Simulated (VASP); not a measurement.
# Ba (P6/mmm) in VASP: further runs

The runs below take Ba through single point, with LDA.

All numbers are computed with VASP 6.6.1; they aren't measurements. Logs are shortened: lines on timing, memory, paths and dates and some standing lists are left out, and cuts for length are marked.

## (1) The cell of the first run

The structure is hexagonal, space group P6/mmm (No. 191). Conventional cell: a = 4.312 Å, b = 4.312 Å, c = 4.226 Å, α = 90.00°, β = 90.00°, γ = 120.00°. Ba (site symmetry 6/mmm) has 8 Ba at 4.23 to 4.31 Å within 5.5 Å.

## (2) Single point, LDA (strain +0.000 along x and y, +0.080 along z)

File INCAR:

```
ALGO = Fast
EDIFF = 1E-6
ENCUT = 520
ISIF = 2
ISMEAR = 0
LASPH = True
LCHARG = True
LELF = True
LREAL = False
LVHAR = True
LWAVE = False
NBANDS = 11
NELM = 60
PREC = Accurate
SIGMA = 0.15
```

File KPOINTS:

```
k-points
0
Gamma
  15 15 12
```

File POSCAR:

```
Ba
1.0
    4.3116136979      0.0000000000      0.0000000000
   -2.1558068490      3.7339669937      0.0000000000
    0.0000000000      0.0000000000      4.2264863640
Ba
1
Direct
    0.0000000000      0.0000000000      0.0000000000
```

Potentials or basis: VASP PAW LDA potentials, release 64 (Ba_sv).

The run is started by

```
$ cat potpaw_LDA.64/Ba_sv/POTCAR > POTCAR
$ mpirun -np 1 vasp_std > vasp.out
```

OUTCAR:

```text
EDIFF = 1E-6
   ENCUT = 520
   ISIF = 2
   ISMEAR = 0
   LASPH = True
   LREAL = False
   NELM = 60
   PREC = Accurate

 ion  position               nearest neighbor table
   1  0.000  0.000  0.000-

  LATTYP: Found a hexagonal cell.
 ALAT       =     4.3116136979
 C/A-ratio  =     0.9802562707

  Lattice vectors:

 A1 = (   4.3116136979,   0.0000000000,   0.0000000000)
 A2 = (  -2.1558068490,   3.7339669937,   0.0000000000)
 A3 = (   0.0000000000,   0.0000000000,   4.2264863640)

Analysis of symmetry for initial positions (statically):
=====================================================================
 Subroutine PRICEL returns:
 Original cell was already a primitive cell.

 Routine SETGRP: Setting up the symmetry group for a
 hexagonal supercell.

 Subroutine GETGRP returns: Found 24 space group operations
 (whereof 24 operations were pure point group operations)
 out of a pool of 24 trial point group operations.

The static configuration has the point symmetry D_6h.

Analysis of symmetry for dynamics (positions and initial velocities):
=====================================================================
 Subroutine PRICEL returns:
 Original cell was already a primitive cell.

 Routine SETGRP: Setting up the symmetry group for a
 hexagonal supercell.

 Subroutine GETGRP returns: Found 24 space group operations
 (whereof 24 operations were pure point group operations)
 out of a pool of 24 trial point group operations.

The dynamic configuration has the point symmetry D_6h.

 Subroutine INISYM returns: Found 24 space group operations
 (whereof 24 operations are pure point group operations),
 and found     1 'primitive' translations

----------------------------------------------------------------------------------------

                                     Primitive cell

  volume of cell :      68.0440

  direct lattice vectors                    reciprocal lattice vectors
     4.311613698  0.000000000  0.000000000     0.231931724  0.133905844  0.000000000
    -2.155806849  3.733966994  0.000000000     0.000000000  0.267811687  0.000000000
     0.000000000  0.000000000  4.226486364     0.000000000  0.000000000  0.236603153

  length of vectors
     4.311613698  4.311613698  4.226486364     0.267811687  0.267811687  0.236603153

  position of ions in fractional coordinates (direct lattice)
     0.000000000  0.000000000  0.000000000

  ion indices of the primitive-cell ions
   primitive index   ion index
                 1           1

----------------------------------------------------------------------------------------

 KPOINTS: k-points

Automatic generation of k-mesh.
 Grid dimensions read from file:
 generate k-points for:   15   15   12

 Generating k-lattice:

  Cartesian coordinates                     Fractional coordinates (reciprocal lattice)
     0.015462115  0.008927056  0.000000000     0.066666667  0.000000000  0.000000000
     0.000000000  0.017854112  0.000000000     0.000000000  0.066666667  0.000000000
     0.000000000  0.000000000  0.019716929     0.000000000  0.000000000  0.083333333

  Length of vectors
     0.017854112  0.017854112  0.019716929

  Shift w.r.t. Gamma in fractional coordinates (k-lattice)
     0.000000000  0.000000000  0.000000000

 Subroutine IBZKPT returns following result:
 ===========================================

 Found    189 irreducible k-points:

 Following reciprocal coordinates:
            Coordinates               Weight
  0.000000  0.000000  0.000000      1.000000
  0.066667  0.000000  0.000000      6.000000
  0.133333  0.000000  0.000000      6.000000
  0.200000  0.000000  0.000000      6.000000
  0.266667  0.000000  0.000000      6.000000
  0.333333  0.000000  0.000000      6.000000
[... 16 lines left out ...]
  0.333333  0.200000  0.000000     12.000000
  0.400000  0.200000  0.000000      6.000000
 [... further k-points ...]
   k-points           NKPTS =    189   k-points in BZ     NKDIM =    189   number of bands    NBANDS=     11
   number of dos      NEDOS =    301   number of ions     NIONS =      1
   total plane-waves  NPLWV =  32768
   dimension x,y,z NGX =    32 NGY =   32 NGZ =   32
   dimension x,y,z NGXF=    64 NGYF=   64 NGZF=   64
   ions per type =               1
   NGX,Y,Z   is equivalent  to a cutoff of  12.34, 12.34, 12.59 a.u.
   NGXF,Y,Z  is equivalent  to a cutoff of  24.68, 24.68, 25.17 a.u.
 SYSTEM =  unknown system
   PREC   = accura    normal or accurate (medium, high low for compatibility)
   ISTART =      0    job   : 0-new  1-cont  2-samecut
   ICHARG =      2    charge: 1-file 2-atom 10-const
   ISPIN  =      1    spin polarized calculation?
   LNONCOLLINEAR =      F non collinear calculations
   LSORBIT =      F    spin-orbit coupling
   LASPH  =      T    aspherical Exc in radial PAW
   ENCUT  =  520.0 eV  38.22 Ry    6.18 a.u.   8.02  8.02  7.86*2*pi/ulx,y,z
   NELM   =     60;   NELMIN=  2; NELMDL= -5     # of ELM steps
   EDIFF  = 0.1E-05   stopping-criterion for ELM
   LREAL  =      F    real-space projection
   EDIFFG = 0.1E-04   stopping-criterion for IOM
   NSW    =      0    number of steps for IOM
   IBRION =     -1    ionic relax: 0-MD 1-quasi-New 2-CG
   NFREE  =      0    steps in history (QN), initial steepest desc. (CG)
   ISIF   =      2    stress and relaxation
   ISYM   =      2    0-nonsym 1-usesym 2-fastsym
   POTIM  = 0.5000    time-step for ionic-motion
   TEBEG  =    0.0;   TEEND  =   0.0 temperature during run
   PSTRESS=    0.0 pullay stress
   NELECT =      10.0000    total number of electrons
   NUPDOWN=      -1.0000    fix difference up-down
   EMIN   =  10.00;   EMAX   =-10.00  energy-range for DOS
   EFERMI =   0.00;   METHOD = LEGACY
   ISMEAR =     0;   SIGMA  =   0.15  broadening in eV -4-tet -1-fermi 0-gaus
   EFERMI_NEDOS =   21; number of points for ismear=-14 and -15
   IALGO  =     68    algorithm
   IMIX   =      4    mixing-type and parameters
     AMIX     =   0.40;   BMIX     =  1.00
     AMIX_MAG =   1.60;   BMIX_MAG =  1.00
  volume/ion in A,a.u.               =      68.04       459.18
  Fermi-wavevector in a.u.,A,eV,Ry     =   0.863929  1.632590 10.155034  0.746374
  Thomas-Fermi vector in A             =   1.981951
   LORBIT       =      0    0 simple, 1 ext, 2 COOP (PROOUT), +10 PAW based schemes
   GGA     = CA    functional components
   LHFCALC =     F    Hartree Fock is set to
   AEXX    =    0.0000 exact exchange contribution
   IVDW    =     0    specifies the selected vdW correction
   LEPSILON=     F    determine dielectric tensor
   LRPA    =     F    only Hartree local field effects (RPA)
 non-spin polarized calculation
 RMM-DIIS sequential band-by-band and
 Gauss-broadening in eV      SIGMA  =   0.15
  energy-cutoff  :      520.00
  volume of cell :       68.04
 maximum number of plane-waves:      1852
   NGX = 17   NGY = 17   NGZ = 15

 number of electron      10.0000001 magnetization

 Free energy of the ion-electron system (eV)
  ---------------------------------------------------
  ext. energy  EPLUGINS =         0.00000000
  ---------------------------------------------------
  free energy    TOTEN  =        -1.99332451 eV

  energy without entropy =       -1.97737511  energy(sigma->0) =       -1.98534981

 E-fermi :   1.1719     XC(G=0):  -7.3521

 val. band max:        1.1708503238   @ k =   0.2000   0.0000   0.5000
 cond. band min:       1.1910245794   @ k =   0.4667   0.0000   0.2500
 fundamental gap:      0.0201742557
 Fermi energy:         1.1718734403

 k-point     1 :       0.0000    0.0000    0.0000
  band No.  band energies     occupation
      1     -27.9088      2.00000
      2     -12.9111      2.00000
      3     -12.8482      2.00000
      4     -12.8482      2.00000
      5      -1.4838      2.00000
      6       1.2594      0.40915
      7       2.8514      0.00000
      8       2.8514      0.00000
      9       5.5380      0.00000
     10       5.5380      0.00000
     11       7.3804      0.00000

 k-point     2 :       0.0667    0.0000    0.0000
  band No.  band energies     occupation
      1     -27.9070      2.00000
      2     -12.9086      2.00000
      3     -12.8709      2.00000
      4     -12.8533      2.00000
      5      -1.4080      2.00000
      6       1.2976      0.23586
      7       2.7335      0.00000
      8       2.9276      0.00000
      9       5.3323      0.00000
     10       5.5153      0.00000
     11       7.5963      0.00000

 k-point     3 :       0.1333    0.0000    0.0000
  band No.  band energies     occupation
      1     -27.9019      2.00000
      2     -12.9344      2.00000
      3     -12.9015      2.00000
      4     -12.8676      2.00000
      5      -1.1909      2.00000
      6       1.4036      0.02889
      7       2.4555      0.00000
      8       3.1534      0.00000
      9       4.9063      0.00000
     10       5.4525      0.00000
     11       8.2348      0.00000

 k-point     4 :       0.2000    0.0000    0.0000
  band No.  band energies     occupation
      1     -27.8943      2.00000
      2     -13.0258      2.00000
      3     -12.8911      2.00000
      4     -12.8885      2.00000
      5      -0.8625      2.00000
      6       1.5343      0.00063
      7       2.1733      0.00000
      8       3.5208      0.00000
      9       4.4597      0.00000
     10       5.3637      0.00000
     11       8.1144      0.00000
[... 239 lines left out ...]
 k-point    22 :       0.2667    0.2000    0.0000
  band No.  band energies     occupation
      1     -27.8690      2.00000
      2     -13.2450      2.00000
      3     -13.0311      2.00000
      4     -12.8562      2.00000
      5       0.5334      2.00000
      6       1.4907      0.00265
      7       2.0292      0.00000
      8       3.7175      0.00000
      9       4.6677      0.00000
     10       5.1282      0.00000
     11       6.7544      0.00000

 k-point    23 :       0.3333    0.2000    0.0000
  band No.  band energies     occupation
      1     -27.8648      2.00000
      2     -13.2724      2.00000
      3     -13.0622      2.00000
      4     -12.8503      2.00000
      5       0.7996      1.99955
      6       1.5623      0.00023
      7       2.0216      0.00000
      8       3.6493      0.00000
      9       4.5280      0.00000
     10       5.4788      0.00000
     11       6.3679      0.00000

 k-point    24 :       0.4000    0.2000    0.0000
  band No.  band energies     occupation
      1     -27.8633      2.00000
      2     -13.2817      2.00000
      3     -13.0736      2.00000
      4     -12.8483      2.00000
      5       0.8684      1.99578
      6       1.7044      0.00000
      7       1.9372      0.00000
      8       3.6279      0.00000
      9       4.4777      0.00000
     10       5.8255      0.00000
     11       5.9569      0.00000

 [... further k-points ...]

------------------------ aborting loop because EDIFF is reached ----------------------------------------

  FORCE on cell =-STRESS in cart. coord.  units (eV):
  Direction    XX          YY          ZZ          XY          YZ          ZX
  --------------------------------------------------------------------------------------
  -------------------------------------------------------------------------------------
  Total       -0.5328758     -0.5328758     -0.9119080      0.0000000      0.0000000      0.0000000
  in kB      -12.5472001    -12.5472001    -21.4719675      0.0000000      0.0000000      0.0000000
  external PRESSURE =     -15.5221226 kB  Pullay stress =       0.0000000 kB

 VOLUME and BASIS-vectors are now :
 -----------------------------------------------------------------------------
  energy-cutoff  :      520.00
  volume of cell :       68.04
      direct lattice vectors                 reciprocal lattice vectors
     4.311613698  0.000000000  0.000000000     0.231931724  0.133905844  0.000000000
    -2.155806849  3.733966994  0.000000000     0.000000000  0.267811687  0.000000000
     0.000000000  0.000000000  4.226486364     0.000000000  0.000000000  0.236603153

 POSITION                                       TOTAL-FORCE (eV/Angst)
 -----------------------------------------------------------------------------------
      0.00000      0.00000      0.00000         0.000000      0.000000      0.000000
 -----------------------------------------------------------------------------------
    total drift:                                0.000000      0.000000      0.000000

  FREE ENERGIE OF THE ION-ELECTRON SYSTEM (eV)
  ---------------------------------------------------
  free  energy   TOTEN  =        -1.9933245071 eV

  energy  without entropy=       -1.9773751082  energy(sigma->0) =       -1.98534981
```

Wall time 65 s (1 thread of Intel Xeon Platinum 8375C at 2.90GHz (Ice Lake), shared host); peak memory 0.25 GiB.

Results:

| Property | Result |
| --- | --- |
| Free energy | -1.9933 eV |
| Pressure | -1.6 GPa |
| Band gap on the k mesh | zero (band 5 reaches 1.63 eV, above the bottom of band 6 at 0.97 eV) |

Caveat: the cell differs from its parent crystal (strain +0.000 along x and y, +0.080 along z); spin-orbit coupling is left out, which moves the levels of the heavy elements.

## (3) Single point, LDA (strain +0.080 along x and y, +0.000 along z)

File INCAR:

```
PREC = Accurate ; ENCUT = 520
EDIFF = 1E-6 ; ISMEAR = 0
SIGMA = 0.15 ; LREAL = False
LASPH = True ; NELM = 100
ALGO = Fast ; ISIF = 2
LWAVE = False ; LCHARG = True
LELF = True ; LVHAR = True
NBANDS = 11
```

File KPOINTS:

```
regular mesh
0
Gamma
  15 15 12
```

File POSCAR:

```
Ba
1.0
    4.6565427937      0.0000000000      0.0000000000
   -2.3282713969      4.0326843532      0.0000000000
    0.0000000000      0.0000000000      3.9134133000
Ba
1
Direct
    0.0000000000      0.0000000000      0.0000000000
```

Potentials or basis: VASP PAW LDA potentials, release 64 (Ba_sv).

The run is started by

```
$ cat potpaw_LDA.64/Ba_sv/POTCAR > POTCAR
$ mpirun -np 1 vasp_std > vasp.out
```

Run time: 1.8 min. Hardware: 1 thread of Intel Xeon Platinum 8375C at 2.90GHz (Ice Lake), shared host; peak memory 0.27 GiB.

Results (log left out):

```yaml
Free_energy: -1.9001 eV
Pressure: -1.8 GPa
Band_gap_on_the_k_mesh: zero (band 5 reaches 1.19 eV, above the bottom of band 6 at 0.90 eV)
```

Stress tensor (GPa, compression positive):
```
-2.66  0.00  0.00
 0.00 -2.66  0.00
 0.00  0.00 -0.18
```

Levels at points of the mesh, in eV from the Fermi level:
| k point | band 1 | band 2 | band 3 | band 4 | band 5 | band 6 | band 7 | band 8 | band 9 | band 10 |
| --- | --- | --- | --- | --- | --- | --- | --- | --- | --- | --- |
| (0.00, 0.00, 0.00) | -29.28 | -14.33 | -14.33 | -14.09 | -2.61 | 0.01 | 1.39 | 1.39 | 4.30 | 4.30 |
| (0.00, 0.00, 0.50) | -29.21 | -14.84 | -14.25 | -14.25 | -0.65 | 0.77 | 1.83 | 1.83 | 2.05 | 2.05 |

Caveat: the cell differs from its parent crystal (strain +0.080 along x and y, +0.000 along z); spin-orbit coupling is left out, which moves the levels of the heavy elements.

(Continued in part 2 of 2.)
